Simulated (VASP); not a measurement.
# Mg3CO3 in VASP: a series of runs

Runs on Mg3CO3. Level: PBE. Tasks: single point.

Everything below comes from runs of VASP 6.6.1. Logs are shortened: lines on timing, memory, paths and dates and some standing lists are left out, and cuts for length are marked.

### Step 1. The cell of the first run

The cell holds a slab with vacuum, 7 atoms: a = 3.009 Å, b = 3.009 Å, c = 23.079 Å, α = 90.00°, β = 90.00°, γ = 120.00°.

### Step 2. Single point, PBE, collinear spin

INCAR reads:

```
PREC = Accurate ; ENCUT = 520
EDIFF = 1E-6 ; ISMEAR = 0
SIGMA = 0.05 ; LREAL = F
LASPH = T ; NELM = 150
ALGO = Normal ; ISIF = 2
LWAVE = F ; LCHARG = F
ISPIN = 2 ; MAGMOM = 0 0 0 0 0 0 2
LORBIT = 11 ; LDIPOL = T
IDIPOL = 3 ; DIPOL = 0.5 0.5 0.336
GGA = PE ; NBANDS = 27
```

KPOINTS reads:

```
Automatic mesh
0
Gamma
  9 9 1
```

POSCAR reads:

```
Mg3CO3
1.0
    3.0085896345      0.0000000000      0.0000000000
   -1.5042948172      2.6055150530      0.0000000000
    0.0000000000      0.0000000000     23.0789991983
O Mg C
3 3 1
Direct
    0.3333333333      0.6666666667      0.1733177408
    0.0000000000      0.0000000000      0.2797566348
    0.6666666667      0.3333333333      0.3878522578
    0.6666666667      0.3333333333      0.2265371878
    0.3333333333      0.6666666667      0.3281901435
    0.0000000000      0.0000000000      0.4367173425
    0.7777777778     -0.7777777778      0.5220763299
```

Potentials or basis: VASP PAW PBE potentials, release 64 (O, Mg, C).

Started as:

```bash
> cat potpaw_PBE.64/O/POTCAR potpaw_PBE.64/Mg/POTCAR potpaw_PBE.64/C/POTCAR > POTCAR
> mpirun -np 1 vasp_std > vasp.out
```

OUTCAR:

```text
PREC = Accurate
   ENCUT = 520
   EDIFF = 1E-6
   ISMEAR = 0
   LREAL = F
   LASPH = T
   NELM = 150
   ISIF = 2
   ISPIN = 2
   LORBIT = 11
   GGA = PE

 ion  position               nearest neighbor table
   1  0.333  0.667  0.173-   4 2.13   4 2.13   4 2.13
   2  0.000  0.000  0.280-   5 2.07   5 2.07   5 2.07   4 2.13   4 2.13   4 2.13
   3  0.667  0.333  0.388-   6 2.07   6 2.07   6 2.07   5 2.22   5 2.22   5 2.22
   4  0.667  0.333  0.227-   1 2.13   2 2.13   1 2.13   2 2.13   2 2.13   1 2.13   5 2.92   5 2.92
                             5 2.92
   5  0.333  0.667  0.328-   2 2.07   2 2.07   2 2.07   3 2.22   3 2.22   3 2.22   4 2.92   4 2.92
                             4 2.92   6 3.05   6 3.05   6 3.05
   6  0.000  0.000  0.437-   3 2.07   3 2.07   3 2.07   7 2.29   5 3.05   5 3.05   5 3.05
   7  0.778  0.222  0.522-   6 2.29

  LATTYP: Found a hexagonal cell.
 ALAT       =     3.0085896345
 C/A-ratio  =     7.6710359345

  Lattice vectors:

 A1 = (   3.0085896345,   0.0000000000,   0.0000000000)
 A2 = (  -1.5042948172,   2.6055150530,   0.0000000000)
 A3 = (   0.0000000000,   0.0000000000,  23.0789991983)

Analysis of symmetry for initial positions (statically):
=====================================================================
 Subroutine PRICEL returns:
 Original cell was already a primitive cell.

 Routine SETGRP: Setting up the symmetry group for a
 hexagonal supercell.

 Subroutine GETGRP returns: Found  2 space group operations
 (whereof  2 operations were pure point group operations)
 out of a pool of 24 trial point group operations.

The static configuration has the point symmetry C_1h.

Analysis of symmetry for dynamics (positions and initial velocities):
=====================================================================
 Subroutine PRICEL returns:
 Original cell was already a primitive cell.

 Routine SETGRP: Setting up the symmetry group for a
 hexagonal supercell.

 Subroutine GETGRP returns: Found  2 space group operations
 (whereof  2 operations were pure point group operations)
 out of a pool of 24 trial point group operations.

The dynamic configuration has the point symmetry C_1h.

Analysis of structural, dynamic, and magnetic symmetry:
=====================================================================
 Subroutine PRICEL returns:
 Original cell was already a primitive cell.

 Routine SETGRP: Setting up the symmetry group for a
 hexagonal supercell.

 Subroutine GETGRP returns: Found  2 space group operations
 (whereof  2 operations were pure point group operations)
 out of a pool of 24 trial point group operations.

The overall configuration has the point symmetry C_1h.

 Subroutine INISYM returns: Found  2 space group operations
 (whereof  2 operations are pure point group operations),
 and found     1 'primitive' translations

----------------------------------------------------------------------------------------

                                     Primitive cell

  volume of cell :     180.9146

  direct lattice vectors                    reciprocal lattice vectors
     3.008589634  0.000000000  0.000000000     0.332381654  0.191900638  0.000000000
    -1.504294817  2.605515053  0.000000000     0.000000000  0.383801275  0.000000000
     0.000000000  0.000000000 23.078999198     0.000000000  0.000000000  0.043329435

  length of vectors
     3.008589634  3.008589634 23.078999198     0.383801275  0.383801275  0.043329435

  position of ions in fractional coordinates (direct lattice)
     0.333333333  0.666666667  0.173317741
     0.000000000  0.000000000  0.279756635
     0.666666667  0.333333333  0.387852258
     0.666666667  0.333333333  0.226537188
     0.333333333  0.666666667  0.328190144
     0.000000000  0.000000000  0.436717343
     0.777777778  0.222222222  0.522076330

  ion indices of the primitive-cell ions
   primitive index   ion index
                 1           1
                 2           2
                 3           3
                 4           4
                 5           5
                 6           6
                 7           7

----------------------------------------------------------------------------------------

[... 58 lines left out ...]
 SYSTEM =  unknown system
   PREC   = accura    normal or accurate (medium, high low for compatibility)
   ISTART =      0    job   : 0-new  1-cont  2-samecut
   ICHARG =      2    charge: 1-file 2-atom 10-const
   ISPIN  =      2    spin polarized calculation?
   LNONCOLLINEAR =      F non collinear calculations
   LSORBIT =      F    spin-orbit coupling
   LASPH  =      T    aspherical Exc in radial PAW
   ENCUT  =  520.0 eV  38.22 Ry    6.18 a.u.   5.59  5.59 42.91*2*pi/ulx,y,z
   NELM   =    150;   NELMIN=  2; NELMDL= -5     # of ELM steps
   EDIFF  = 0.1E-05   stopping-criterion for ELM
   LREAL  =      F    real-space projection
   EDIFFG = 0.1E-04   stopping-criterion for IOM
   NSW    =      0    number of steps for IOM
   IBRION =     -1    ionic relax: 0-MD 1-quasi-New 2-CG
   NFREE  =      0    steps in history (QN), initial steepest desc. (CG)
   ISIF   =      2    stress and relaxation
   ISYM   =      2    0-nonsym 1-usesym 2-fastsym
   POTIM  = 0.5000    time-step for ionic-motion
   TEBEG  =    0.0;   TEEND  =   0.0 temperature during run
   PSTRESS=    0.0 pullay stress
   NELECT =      28.0000    total number of electrons
   NUPDOWN=      -1.0000    fix difference up-down
   EMIN   =  10.00;   EMAX   =-10.00  energy-range for DOS
   EFERMI =   0.00;   METHOD = LEGACY
   ISMEAR =     0;   SIGMA  =   0.05  broadening in eV -4-tet -1-fermi 0-gaus
   EFERMI_NEDOS =   21; number of points for ismear=-14 and -15
   IALGO  =     38    algorithm
   IMIX   =      4    mixing-type and parameters
     AMIX     =   0.40;   BMIX     =  1.00
     AMIX_MAG =   1.60;   BMIX_MAG =  1.00
  volume/ion in A,a.u.               =      25.84       174.41
  Fermi-wavevector in a.u.,A,eV,Ry     =   0.878961  1.660996 10.511489  0.772573
  Thomas-Fermi vector in A             =   1.999119
   LORBIT       =     11    0 simple, 1 ext, 2 COOP (PROOUT), +10 PAW based schemes
   GGA     = PE    functional components
   LHFCALC =     F    Hartree Fock is set to
   AEXX    =    0.0000 exact exchange contribution
   IVDW    =     0    specifies the selected vdW correction
   LEPSILON=     F    determine dielectric tensor
   LRPA    =     F    only Hartree local field effects (RPA)
 spin polarized calculation
 Gauss-broadening in eV      SIGMA  =   0.05
  energy-cutoff  :      520.00
  volume of cell :      180.91
 maximum number of plane-waves:      4908
   NGX = 11   NGY = 11   NGZ = 85

 dipolmoment           0.000000      0.000000      0.098969 electrons x Angstroem

 number of electron      28.0000003 magnetization       1.0257892

 dipolmoment           0.000000      0.000000     -0.136636 electrons x Angstroem

 Free energy of the ion-electron system (eV)
  ---------------------------------------------------
  ext. energy  EPLUGINS =         0.00000000
  ---------------------------------------------------
  free energy    TOTEN  =       -34.61767176 eV

  energy without entropy =      -34.61075131  energy(sigma->0) =      -34.61421153

 E-fermi :  -3.5230     XC(G=0):  -4.9484

 val. band max:       -3.5452161397   @ k =  -0.3333   0.2222   0.0000
 cond. band min:      -3.5116072080   @ k =  -0.3333   0.2222   0.0000
 fundamental gap:      0.0336089317
 Fermi energy:        -3.5229687452

 spin component 1

 k-point     1 :       0.0000    0.0000    0.0000
  band No.  band energies     occupation
      1     -22.9206      1.00000
      2     -22.0460      1.00000
      3     -19.2231      1.00000
      4     -13.9116      1.00000
      5      -9.7191      1.00000
      6      -7.7151      1.00000
[... 685 lines left out ...]
     25       7.9394      0.00000
     26       8.2805      0.00000

 [... further k-points ...]

 spin component 2

 k-point     1 :       0.0000    0.0000    0.0000
  band No.  band energies     occupation
      1     -22.8886      1.00000
      2     -22.0398      1.00000
      3     -19.2226      1.00000
      4     -12.9543      1.00000
      5      -9.6123      1.00000
      6      -7.5970      1.00000
[... 685 lines left out ...]
     25       8.1899      0.00000
     26       8.3391      0.00000

 [... further k-points ...]

 [bands above 26 left out]

------------------------ aborting loop because EDIFF is reached ----------------------------------------

 vacuum level on the upper side and lower side of the slab       (xc-potential included)        -1.543         1.541

  FORCE on cell =-STRESS in cart. coord.  units (eV):
  Direction    XX          YY          ZZ          XY          YZ          ZX
  --------------------------------------------------------------------------------------
  -------------------------------------------------------------------------------------
  Total       -1.8074648     -1.8862033     -1.5558726     -0.0681896      0.1610269     -0.2788993
  in kB      -16.0068880    -16.7041959    -13.7787911     -0.6038864      1.4260527     -2.4699295
  external PRESSURE =     -15.4966250 kB  Pullay stress =       0.0000000 kB

 VOLUME and BASIS-vectors are now :
 -----------------------------------------------------------------------------
  energy-cutoff  :      520.00
  volume of cell :      180.91
      direct lattice vectors                 reciprocal lattice vectors
     3.008589634  0.000000000  0.000000000     0.332381654  0.191900638  0.000000000
    -1.504294817  2.605515053  0.000000000     0.000000000  0.383801275  0.000000000
     0.000000000  0.000000000 23.078999198     0.000000000  0.000000000  0.043329435

 POSITION                                       TOTAL-FORCE (eV/Angst)
 -----------------------------------------------------------------------------------
     -0.00000      1.73701      4.00000         0.000042     -0.000024      1.385191
      0.00000      0.00000      6.45650        -0.001607      0.000928      1.174999
      1.50429      0.86851      8.95124        -0.070769      0.040858     -0.109247
      1.50429      0.86851      5.22825         0.000077     -0.000044     -2.647130
     -0.00000      1.73701      7.57430         0.000974     -0.000562      0.230778
      0.00000      0.00000     10.07900         0.254966     -0.147205      0.571609
      2.00573      0.57900     12.04900        -0.183682      0.106049     -0.606200
 -----------------------------------------------------------------------------------
    total drift:                                0.000191     -0.000110      0.000289

  FREE ENERGIE OF THE ION-ELECTRON SYSTEM (eV)
  ---------------------------------------------------
  free  energy   TOTEN  =       -34.6176717624 eV

  energy  without entropy=      -34.6107513055  energy(sigma->0) =      -34.61421153

 vacuum level on the upper side and lower side of the slab         3.432         6.532

 total charge

# of ion       s       p       d       tot
------------------------------------------
    1        1.594   3.217   0.000   4.811
    2        1.546   3.557   0.000   5.103
    3        1.548   3.522   0.000   5.071
    4        0.150   0.167   0.069   0.386
    5        0.148   0.171   0.074   0.393
    6        0.167   0.163   0.058   0.388
    7        1.018   0.996   0.000   2.014
--------------------------------------------------
tot          6.171  11.794   0.201  18.166

 magnetization (x)

# of ion       s       p       d       tot
------------------------------------------
    1        0.000   0.000   0.000   0.000
    2       -0.000   0.001   0.000   0.001
    3        0.001   0.023   0.000   0.023
    4       -0.000  -0.000   0.000  -0.000
    5       -0.000   0.000   0.000   0.000
    6        0.003   0.010   0.005   0.018
    7        0.035   0.445   0.000   0.480
--------------------------------------------------
tot          0.038   0.480   0.005   0.523
```

It took 10 min on 1 thread of Intel Xeon Platinum 8488C (Sapphire Rapids), shared host; peak memory 0.52 GiB.

What came out:

```yaml
Free_energy: -34.6177 eV
Largest_force: 2.647 eV/Å
Net_moment: 1.03 μB per cell
Site_moments: O +0.00, +0.02 (each value once); Mg -0.00, +0.00, +0.02; C +0.48 μB
Valence_electrons_inside_the_program's_atomic_spheres: O 4.81, 5.10, 5.07; Mg 0.39; C 2.01
```

Forces on the atoms (eV/Å):
```
O    0.000  0.000  1.385
O   -0.002  0.001  1.175
O   -0.071  0.041 -0.109
Mg   0.000  0.000 -2.647
Mg   0.001 -0.001  0.231
Mg   0.255 -0.147  0.572
C   -0.184  0.106 -0.606
```

Caveat: a moment this small can come from the mesh or the smearing.

### Step 3. Single point, PBE, collinear spin

INCAR reads:

```
SYSTEM = Mg3CO3
PREC = Accurate
ENCUT = 520
EDIFF = 1E-6
ISMEAR = 0
SIGMA = 0.05
LREAL = .FALSE.
LASPH = .TRUE.
NELM = 150
ALGO = Normal
ISIF = 2
LWAVE = .FALSE.
LCHARG = .TRUE.
ISPIN = 2
MAGMOM = 0 0 0 0 0 0 2
LORBIT = 11
LDIPOL = .TRUE.
IDIPOL = 3
DIPOL = 0.5 0.5 0.341
GGA = PE
LELF = .TRUE.
LVHAR = .TRUE.
LVACPOTAV = .TRUE.
NBANDS = 27
```

KPOINTS reads:

```
Automatic mesh
0
G
  9 9 1
  0 0 0
```

Edit POSCAR of step 2 so:

```diff
@@ -14,2 +14,2 @@
     0.0000000000      0.0000000000      0.4367173425
-    0.7777777778     -0.7777777778      0.5220763299
+    0.7777777778     -0.7777777778      0.5550067006
```

Potentials or basis: VASP PAW PBE potentials, release 64 (O, Mg, C).

Started as:

```bash
> cat potpaw_PBE.64/O/POTCAR potpaw_PBE.64/Mg/POTCAR potpaw_PBE.64/C/POTCAR > POTCAR
> mpirun -np 1 vasp_std > vasp.out
```

Wall time 22 min (1 thread of Intel Xeon 8259CL, shared host); peak memory 0.52 GiB.

The run converged. Its results:

```
Free energy                                           : -33.7176 eV
Largest force                                         : 3.005 eV/Å
Net moment                                            : 0.76 μB per cell
Site moments                                          : O -0.00, -0.01 (each value once); Mg +0.00, -0.00, -0.01; C +0.40 μB
Valence electrons inside the program's atomic spheres : O 4.81, 5.10, 5.07; Mg 0.39, 0.36 (each value once); C 1.95
```

Forces on the atoms (eV/Å):
```
O    0.000  0.000  1.580
O   -0.001  0.000  1.537
O   -0.019  0.011  0.291
Mg   0.000  0.000 -3.005
Mg   0.000  0.000 -0.132
Mg  -0.019  0.011  1.086
C    0.038 -0.022 -1.358
```

Levels at points of the mesh, in eV from the Fermi level:
Spin up:
```
           k point  band 11  band 12  band 13  band 14  band 15  band 16  band 17  band 18  band 19  band 20
(0.00, 0.00, 0.00)    -2.58    -0.78     0.41     0.41     0.55     2.37     2.38     3.43     4.60     6.12
```
Spin down:
| k point | band 12 | band 13 | band 14 | band 15 | band 16 | band 17 |
| --- | --- | --- | --- | --- | --- | --- |
| (0.00, 0.00, 0.00) | -0.71 | 0.41 | 0.41 | 1.23 | 3.02 | 3.04 |

Caveat: a moment this small can come from the mesh or the smearing.
